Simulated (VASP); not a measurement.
# BaZnH4 (P4/mmm) in VASP: further runs

Runs on BaZnH4. Level: PBE. Tasks: single point, relaxation of cell and atoms.

All numbers are computed with VASP 6.6.1; they aren't measurements. Logs are shortened: lines on timing, memory, paths and dates and some standing lists are left out, and cuts for length are marked.

## Step 1: The cell of the first run

Symmetry: P4/mmm, No. 123, tetragonal system. The conventional cell has a = 3.771 Å, b = 3.771 Å, c = 5.014 Å, α = 90.00°, β = 90.00°, γ = 90.00°. Within 3.8 Å of Ba (site symmetry 4/mmm) lie 16 H at 2.80 to 3.14 Å and 8 Zn at 3.66 Å and 4 Ba at 3.77 Å. Zn (site symmetry 4/mmm) has 6 H at 1.66 to 1.89 Å within 2.2 Å. Within 2.2 Å of H (site symmetry 4mm) lie 1 Zn at 1.66 Å and 1 H at 1.70 Å. H (site symmetry mmm) has 2 Zn at 1.89 Å and 8 H at 2.51 to 2.67 Å within 2.7 Å.

## Step 2: Single point, PBE

INCAR

```
PREC = Accurate
ENCUT = 520
EDIFF = 1E-6
ISMEAR = 0
SIGMA = 0.1
LREAL = False
LASPH = True
NELM = 80
ALGO = Normal
ISIF = 2
LWAVE = False
LCHARG = False
GGA = PE
NBANDS = 22
```

KPOINTS

```
regular mesh
0
Gamma
  4 4 4
```

POSCAR

```
BaZnH4
1.0
    3.7708482636      0.0000000000      0.0000000000
    0.0000000000      3.7708482636      0.0000000000
    0.0000000000      0.0000000000      5.0140062236
Ba Zn H
1 1 4
Direct
    0.5000000000      0.5000000000      0.5000000000
    0.0000000000      0.0000000000      0.0000000000
    0.0000000000      0.0000000000      0.6691446065
    0.5000000000      0.0000000000      0.0000000000
    0.0000000000      0.5000000000      0.0000000000
    0.0000000000      0.0000000000      0.3308553935
```

Potentials or basis: VASP PAW PBE potentials, release 64 (Ba_sv, Zn, H).

Run with:

```console
$ cat potpaw_PBE.64/Ba_sv/POTCAR potpaw_PBE.64/Zn/POTCAR potpaw_PBE.64/H/POTCAR > POTCAR
$ mpirun -np 1 vasp_std > vasp.out
```

OUTCAR:

```text
PREC = Accurate
   ENCUT = 520
   EDIFF = 1E-6
   ISMEAR = 0
   LREAL = False
   LASPH = True
   NELM = 80
   ISIF = 2
   GGA = PE

 ion  position               nearest neighbor table
   1  0.500  0.500  0.500-   3 2.80   6 2.80   3 2.80   6 2.80   3 2.80   6 2.80   3 2.80   6 2.80
                             2 3.66   2 3.66   2 3.66   2 3.66   2 3.66   2 3.66   2 3.66   2 3.66
   2  0.000  0.000  0.000-   3 1.66   6 1.66   5 1.89   4 1.89   5 1.89   4 1.89   1 3.66   1 3.66
                             1 3.66   1 3.66   1 3.66   1 3.66   1 3.66   1 3.66
   3  0.000  0.000  0.669-   2 1.66   1 2.80   1 2.80   1 2.80   1 2.80
   4  0.500  0.000  0.000-   2 1.89   2 1.89
   5  0.000  0.500  0.000-   2 1.89   2 1.89
   6  0.000  0.000  0.331-   2 1.66   1 2.80   1 2.80   1 2.80   1 2.80

  LATTYP: Found a simple tetragonal cell.
 ALAT       =     3.7708482636
 C/A-ratio  =     1.3296759437

  Lattice vectors:

 A1 = (   3.7708482636,   0.0000000000,   0.0000000000)
 A2 = (   0.0000000000,   3.7708482636,   0.0000000000)
 A3 = (   0.0000000000,   0.0000000000,   5.0140062236)

Analysis of symmetry for initial positions (statically):
=====================================================================
 Subroutine PRICEL returns:
 Original cell was already a primitive cell.

 Routine SETGRP: Setting up the symmetry group for a
 simple tetragonal supercell.

 Subroutine GETGRP returns: Found 16 space group operations
 (whereof 16 operations were pure point group operations)
 out of a pool of 16 trial point group operations.

The static configuration has the point symmetry D_4h.

Analysis of symmetry for dynamics (positions and initial velocities):
=====================================================================
 Subroutine PRICEL returns:
 Original cell was already a primitive cell.

 Routine SETGRP: Setting up the symmetry group for a
 simple tetragonal supercell.

 Subroutine GETGRP returns: Found 16 space group operations
 (whereof 16 operations were pure point group operations)
 out of a pool of 16 trial point group operations.

The dynamic configuration has the point symmetry D_4h.

 Subroutine INISYM returns: Found 16 space group operations
 (whereof 16 operations are pure point group operations),
 and found     1 'primitive' translations

----------------------------------------------------------------------------------------

                                     Primitive cell

  volume of cell :      71.2956

  direct lattice vectors                    reciprocal lattice vectors
     3.770848264  0.000000000  0.000000000     0.265192320  0.000000000  0.000000000
     0.000000000  3.770848264  0.000000000     0.000000000  0.265192320  0.000000000
     0.000000000  0.000000000  5.014006224     0.000000000  0.000000000  0.199441316

  length of vectors
     3.770848264  3.770848264  5.014006224     0.265192320  0.265192320  0.199441316

  position of ions in fractional coordinates (direct lattice)
     0.500000000  0.500000000  0.500000000
     0.000000000  0.000000000  0.000000000
     0.000000000  0.000000000  0.669144606
     0.500000000  0.000000000  0.000000000
     0.000000000  0.500000000  0.000000000
     0.000000000  0.000000000  0.330855394

  ion indices of the primitive-cell ions
   primitive index   ion index
                 1           1
                 2           2
                 3           3
                 4           4
                 5           5
                 6           6

----------------------------------------------------------------------------------------

 KPOINTS: regular mesh

Automatic generation of k-mesh.
 Grid dimensions read from file:
 generate k-points for:    4    4    4

 Generating k-lattice:

  Cartesian coordinates                     Fractional coordinates (reciprocal lattice)
     0.066298080  0.000000000  0.000000000     0.250000000  0.000000000  0.000000000
     0.000000000  0.066298080  0.000000000     0.000000000  0.250000000  0.000000000
     0.000000000  0.000000000  0.049860329     0.000000000  0.000000000  0.250000000

  Length of vectors
     0.066298080  0.066298080  0.049860329

  Shift w.r.t. Gamma in fractional coordinates (k-lattice)
     0.000000000  0.000000000  0.000000000

 Subroutine IBZKPT returns following result:
 ===========================================

 Found     18 irreducible k-points:

 Following reciprocal coordinates:
            Coordinates               Weight
  0.000000  0.000000  0.000000      1.000000
  0.250000  0.000000  0.000000      4.000000
  0.500000  0.000000  0.000000      2.000000
  0.250000  0.250000  0.000000      4.000000
  0.500000  0.250000  0.000000      4.000000
  0.500000  0.500000  0.000000      1.000000
[... 10 lines left out ...]
  0.500000  0.250000  0.500000      4.000000
  0.500000  0.500000  0.500000      1.000000
   k-points           NKPTS =     18   k-points in BZ     NKDIM =     18   number of bands    NBANDS=     22
   number of dos      NEDOS =    301   number of ions     NIONS =      6
   total plane-waves  NPLWV =  31360
   dimension x,y,z NGX =    28 NGY =   28 NGZ =   40
   dimension x,y,z NGXF=    56 NGYF=   56 NGZF=   80
   ions per type =               1   1   4
   NGX,Y,Z   is equivalent  to a cutoff of  12.34, 12.34, 13.26 a.u.
   NGXF,Y,Z  is equivalent  to a cutoff of  24.69, 24.69, 26.53 a.u.
 SYSTEM =  unknown system
   PREC   = accura    normal or accurate (medium, high low for compatibility)
   ISTART =      0    job   : 0-new  1-cont  2-samecut
   ICHARG =      2    charge: 1-file 2-atom 10-const
   ISPIN  =      1    spin polarized calculation?
   LNONCOLLINEAR =      F non collinear calculations
   LSORBIT =      F    spin-orbit coupling
   LASPH  =      T    aspherical Exc in radial PAW
   ENCUT  =  520.0 eV  38.22 Ry    6.18 a.u.   7.01  7.01  9.32*2*pi/ulx,y,z
   NELM   =     80;   NELMIN=  2; NELMDL= -5     # of ELM steps
   EDIFF  = 0.1E-05   stopping-criterion for ELM
   LREAL  =      F    real-space projection
   EDIFFG = 0.1E-04   stopping-criterion for IOM
   NSW    =      0    number of steps for IOM
   IBRION =     -1    ionic relax: 0-MD 1-quasi-New 2-CG
   NFREE  =      0    steps in history (QN), initial steepest desc. (CG)
   ISIF   =      2    stress and relaxation
   ISYM   =      2    0-nonsym 1-usesym 2-fastsym
   POTIM  = 0.5000    time-step for ionic-motion
   TEBEG  =    0.0;   TEEND  =   0.0 temperature during run
   PSTRESS=    0.0 pullay stress
   NELECT =      26.0000    total number of electrons
   NUPDOWN=      -1.0000    fix difference up-down
   EMIN   =  10.00;   EMAX   =-10.00  energy-range for DOS
   EFERMI =   0.00;   METHOD = LEGACY
   ISMEAR =     0;   SIGMA  =   0.10  broadening in eV -4-tet -1-fermi 0-gaus
   EFERMI_NEDOS =   21; number of points for ismear=-14 and -15
   IALGO  =     38    algorithm
   IMIX   =      4    mixing-type and parameters
     AMIX     =   0.40;   BMIX     =  1.00
     AMIX_MAG =   1.60;   BMIX_MAG =  1.00
  volume/ion in A,a.u.               =      11.88        80.19
  Fermi-wavevector in a.u.,A,eV,Ry     =   1.169620  2.210262 18.612933  1.368012
  Thomas-Fermi vector in A             =   2.306091
   LORBIT       =      0    0 simple, 1 ext, 2 COOP (PROOUT), +10 PAW based schemes
   GGA     = PE    functional components
   LHFCALC =     F    Hartree Fock is set to
   AEXX    =    0.0000 exact exchange contribution
   IVDW    =     0    specifies the selected vdW correction
   LEPSILON=     F    determine dielectric tensor
   LRPA    =     F    only Hartree local field effects (RPA)
 non-spin polarized calculation
 Gauss-broadening in eV      SIGMA  =   0.10
  energy-cutoff  :      520.00
  volume of cell :       71.30
 maximum number of plane-waves:      1936
   NGX = 15   NGY = 15   NGZ = 19

 number of electron      26.0000016 magnetization

 Free energy of the ion-electron system (eV)
  ---------------------------------------------------
  ext. energy  EPLUGINS =         0.00000000
  ---------------------------------------------------
  free energy    TOTEN  =       -17.23780450 eV

  energy without entropy =      -17.23447524  energy(sigma->0) =      -17.23613987

 E-fermi :   3.2994     XC(G=0):  -9.5369

 val. band max:        3.2114629549   @ k =   0.5000   0.0000   0.2500
 cond. band min:       3.3739142900   @ k =   0.5000   0.0000   0.0000
 fundamental gap:      0.1624513351
 Fermi energy:         3.2993797228

 k-point     1 :       0.0000    0.0000    0.0000
  band No.  band energies     occupation
      1     -25.9137      2.00000
      2     -11.1164      2.00000
      3     -10.6436      2.00000
      4     -10.6436      2.00000
      5      -6.4047      2.00000
      6      -5.4252      2.00000
[... 14 lines left out ...]
     21       8.4966      0.00000
     22      11.3785      0.00000

 k-point     2 :       0.2500    0.0000    0.0000
  band No.  band energies     occupation
      1     -25.8598      2.00000
      2     -11.3514      2.00000
      3     -11.0285      2.00000
      4     -10.5856      2.00000
      5      -5.7411      2.00000
      6      -5.2910      2.00000
[... 14 lines left out ...]
     21      10.2353      0.00000
     22      11.0389      0.00000

 k-point     3 :       0.5000    0.0000    0.0000
  band No.  band energies     occupation
      1     -25.8046      2.00000
      2     -11.9275      2.00000
      3     -10.9369      2.00000
      4     -10.5261      2.00000
      5      -5.4119      2.00000
      6      -5.1811      2.00000
[... 14 lines left out ...]
     21       9.7523      0.00000
     22      10.7212      0.00000
[... 326 lines left out ...]
 k-point    17 :       0.5000    0.2500    0.5000
  band No.  band energies     occupation
      1     -25.7518      2.00000
      2     -11.7063      2.00000
      3     -11.0596      2.00000
      4     -10.9697      2.00000
      5      -5.2140      2.00000
      6      -4.9177      2.00000
[... 14 lines left out ...]
     21      10.5211      0.00000
     22      10.8930      0.00000

 k-point    18 :       0.5000    0.5000    0.5000
  band No.  band energies     occupation
      1     -25.7013      2.00000
      2     -11.5381      2.00000
      3     -11.5381      2.00000
      4     -10.8781      2.00000
      5      -5.1855      2.00000
      6      -4.6042      2.00000
[... 14 lines left out ...]
     21       8.6223      0.00000
     22      10.4540      0.00000

------------------------ aborting loop because EDIFF is reached ----------------------------------------

  FORCE on cell =-STRESS in cart. coord.  units (eV):
  Direction    XX          YY          ZZ          XY          YZ          ZX
  --------------------------------------------------------------------------------------
  -------------------------------------------------------------------------------------
  Total        0.3317495      0.3317495      0.2391136      0.0000000      0.0000000      0.0000000
  in kB        7.4551754      7.4551754      5.3734342      0.0000000      0.0000000      0.0000000
  external PRESSURE =       6.7612617 kB  Pullay stress =       0.0000000 kB

 VOLUME and BASIS-vectors are now :
 -----------------------------------------------------------------------------
  energy-cutoff  :      520.00
  volume of cell :       71.30
      direct lattice vectors                 reciprocal lattice vectors
     3.770848264  0.000000000  0.000000000     0.265192320  0.000000000  0.000000000
     0.000000000  3.770848264  0.000000000     0.000000000  0.265192320  0.000000000
     0.000000000  0.000000000  5.014006224     0.000000000  0.000000000  0.199441316

 POSITION                                       TOTAL-FORCE (eV/Angst)
 -----------------------------------------------------------------------------------
      1.88542      1.88542      2.50700         0.000000     -0.000000      0.000000
      0.00000      0.00000      0.00000         0.000000     -0.000000      0.000000
      0.00000      0.00000      3.35510         0.000000      0.000000      0.013490
      1.88542      0.00000      0.00000         0.000000     -0.000000      0.000000
      0.00000      1.88542      0.00000         0.000000     -0.000000      0.000000
      0.00000      0.00000      1.65891         0.000000      0.000000     -0.013490
 -----------------------------------------------------------------------------------
    total drift:                               -0.000000      0.000000      0.000000

  FREE ENERGIE OF THE ION-ELECTRON SYSTEM (eV)
  ---------------------------------------------------
  free  energy   TOTEN  =       -17.2378044995 eV

  energy  without entropy=      -17.2344752384  energy(sigma->0) =      -17.23613987
```

Wall time 24 s (1 thread of Intel Xeon Platinum 8259CL at 2.50GHz (Skylake/Cascade Lake), shared host); peak memory 0.19 GiB.

Results:

* Free energy: -17.2378 eV
* Pressure: 0.7 GPa
* Largest force: 0.013 eV/Å
* Band gap on the k mesh: zero (bands 13 and 14 overlap by 0.22 eV)

Forces in eV/Å, atoms in the order of the input:
```
Ba   0.000  0.000  0.000
Zn   0.000  0.000  0.000
H    0.000  0.000  0.013
H    0.000  0.000  0.000
H    0.000  0.000  0.000
H    0.000  0.000 -0.013
```

Levels at points of the mesh, in eV from the Fermi level:
```
           k point  band 10  band 11  band 12  band 13  band 14  band 15  band 16  band 17
(0.00, 0.00, 0.00)    -7.82    -3.94    -3.58    -1.67     1.20     3.23     3.23     3.75
(0.50, 0.00, 0.00)    -6.95    -5.82    -4.29    -2.32     0.07     1.44     3.90     4.08
(0.50, 0.50, 0.00)    -6.62    -4.82    -4.82    -3.25     0.25     0.79     0.84     0.84
(0.00, 0.00, 0.50)    -7.82    -7.28    -0.92    -0.25     0.29     1.62     1.62     1.75
(0.50, 0.00, 0.50)    -7.07    -5.67    -5.10    -0.41     0.34     2.12     3.32     3.66
(0.50, 0.50, 0.50)    -7.14    -5.39    -5.39    -4.96     3.43     3.43     3.53     4.18
```

Caveat: the k points lie up to 0.42 Å⁻¹ apart; spin-orbit coupling is left out, which moves the levels of the heavy elements.

## Step 3: Single point, PBE

This run uses another cell than the first one, of 19.69 Å³/atom.

INCAR

```
ALGO = Normal
EDIFF = 1E-6
ENCUT = 520
GGA = PE
ISIF = 2
ISMEAR = 0
LASPH = True
LCHARG = True
LELF = True
LREAL = False
LVHAR = True
LWAVE = False
NBANDS = 22
NELM = 80
PREC = Accurate
SIGMA = 0.1
```

KPOINTS

```
k-points
0
Gamma
  4 4 4
```

POSCAR

```
BaZnH4
1.0
    4.2197820100      0.0000000000      0.0000000000
    0.0000000000      4.2197820100      0.0000000000
    0.0000000000      0.0000000000      6.6352969700
Ba Zn H
1 1 4
Direct
    0.5000000000      0.5000000000      0.5000000000
    0.0000000000      0.0000000000      0.0000000000
    0.0000000000      0.0000000000      0.6788081900
    0.5000000000      0.0000000000      0.0000000000
    0.0000000000      0.5000000000      0.0000000000
    0.0000000000      0.0000000000      0.3211918100
```

Potentials or basis: VASP PAW PBE potentials, release 64 (Ba_sv, Zn, H).

Run with:

```console
$ cat potpaw_PBE.64/Ba_sv/POTCAR potpaw_PBE.64/Zn/POTCAR potpaw_PBE.64/H/POTCAR > POTCAR
$ mpirun -np 1 vasp_std > vasp.out
```

Run time: 34 s. Hardware: 1 thread of Intel Xeon Platinum 8259CL at 2.50GHz (Skylake/Cascade Lake), shared host; peak memory 0.24 GiB.

The run converged. Its results:

```
Free energy            : -15.3205 eV
Pressure               : -8.8 GPa
Largest force          : 0.354 eV/Å
Band gap on the k mesh : zero (bands 13 and 14 overlap by 0.46 eV)
```

Forces in eV/Å, atoms in the order of the input:
```
Ba   0.000  0.000  0.000
Zn   0.000  0.000  0.000
H    0.000  0.000  0.354
H    0.000  0.000  0.000
H    0.000  0.000  0.000
H    0.000  0.000 -0.354
```

Stress tensor (GPa, compression positive):
```
-9.16  0.00  0.00
 0.00 -9.16  0.00
 0.00  0.00 -8.19
```

Levels at points of the mesh, in eV from the Fermi level:
| k point | band 11 | band 12 | band 13 | band 14 | band 15 | band 16 |
| --- | --- | --- | --- | --- | --- | --- |
| (0.00, 0.00, 0.00) | -2.87 | -2.43 | -0.15 | 0.86 | 2.77 | 3.12 |
| (0.50, 0.00, 0.00) | -3.10 | -2.59 | -1.57 | 0.35 | 2.11 | 3.06 |
| (0.50, 0.50, 0.00) | -2.60 | -2.60 | -1.86 | -0.32 | 1.28 | 1.28 |
| (0.00, 0.00, 0.50) | -4.47 | -0.34 | 0.14 | 0.44 | 1.29 | 2.67 |
| (0.50, 0.00, 0.50) | -3.42 | -2.93 | -0.34 | 0.05 | 2.21 | 2.39 |
| (0.50, 0.50, 0.50) | -3.14 | -2.71 | -2.71 | 2.02 | 2.02 | 2.06 |

Caveat: the k points lie up to 0.37 Å⁻¹ apart; spin-orbit coupling is left out, which moves the levels of the heavy elements.

[end of part 1 of 2]

The gap in the log of VASP goes by the Fermi energy; the results here count the filled bands.